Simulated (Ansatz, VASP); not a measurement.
## One calculation of HfO2, two programs

INCAR

```
SYSTEM = HfO2
PREC = Accurate
ENCUT = 520
EDIFF = 1E-6
ISMEAR = 0
SIGMA = 0.05
LREAL = .FALSE.
LASPH = .TRUE.
NELM = 100
ALGO = Normal
ISIF = 2
LWAVE = .FALSE.
LCHARG = .TRUE.
GGA = PS
LELF = .TRUE.
LVHAR = .TRUE.
NBANDS = 31
```

File KPOINTS:

```
regular mesh
0
G
  6 6 6
  0 0 0
```

The input POSCAR:

```
HfO2
1.0
    0.0000000000     -2.5220673945     -2.5220673945
    0.0000000000      2.5220673945     -2.5220673945
    5.0441347890      0.0000000000      0.0000000000
Hf O
2 4
Direct
    0.0191906053     -0.0191906053      0.0000000000
    0.4808093947      0.5191906053      0.5000000000
   -0.0007634237      0.4992365763      0.7500000000
    0.5007634237      0.0007634237      0.2500000000
   -0.0007634237      0.4992365763      0.2500000000
    0.5007634237      0.0007634237      0.7500000000
```

Input for Ansatz:

```yaml
crystal:
  lattice:
    - [0.0, -2.5220673945, -2.5220673945]
    - [0.0, 2.5220673945, -2.5220673945]
    - [5.044134789, 0.0, 0.0]
  atoms:
    - { symbol: Hf, position: [0.0191906053, -0.0191906053, 0.0] }
    - { symbol: Hf, position: [0.4808093947, 0.5191906053, 0.5] }
    - { symbol: O, position: [-0.0007634237, 0.4992365763, 0.75] }
    - { symbol: O, position: [0.5007634237, 0.0007634237, 0.25] }
    - { symbol: O, position: [-0.0007634237, 0.4992365763, 0.25] }
    - { symbol: O, position: [0.5007634237, 0.0007634237, 0.75] }
basis:
  ecutwfc: 520.0
kpoints:
  mp_grid: { grid: [6, 6, 6] }
hamiltonian:
  xc: pbesol
  pseudopotentials: { kind: paw, azcp: { folder: soft_1 } }
scf:
  occupations: { method: gaussian, width: 0.05 }
output:
  forces: true
  stress: true
  eigenvalues: true
```

Change from the starting cell: mode 1 frozen in at +0.000 Å and mode 5 at -0.097 Å (largest displacements).

Alike in both runs: task single point; functional PBEsol; k mesh 6 × 6 × 6; occupations gaussian, width 0.05 eV; no spin polarisation.

```csv
,VASP,Ansatz
version,VASP 6.6.1,Ansatz 0.2.0
potentials or method,"VASP PAW PBE potentials, release 64 (Hf_pv, O), cutoff 520 eV","scalar-relativistic, plane waves, PAW"
valence electrons in the cell,44,76
```

```csv
,VASP,Ansatz,Ansatz less VASP
gap on the k mesh at the Fermi level (eV),3.70,3.69,-0.013
least direct gap on the mesh (eV),3.70,3.69,-0.013
pressure (GPa),-2.7,1.1,+3.75
"traceless stress, the component that is largest in VASP (GPa)",-0.42,-0.40,+0.017
rms of the force components (eV/Å),0.209,0.216,+0.0063
```

VASP's potentials were made for PBE, not for PBEsol, and Ansatz warns of the same on its side. Atom by atom the forces differ by 0.019 eV/Å (rms over components). VASP's potentials hold 44 valence electrons a cell and Ansatz's 76, so a difference there can come from the potentials and not from the codes.

Spin-orbit coupling is off throughout.
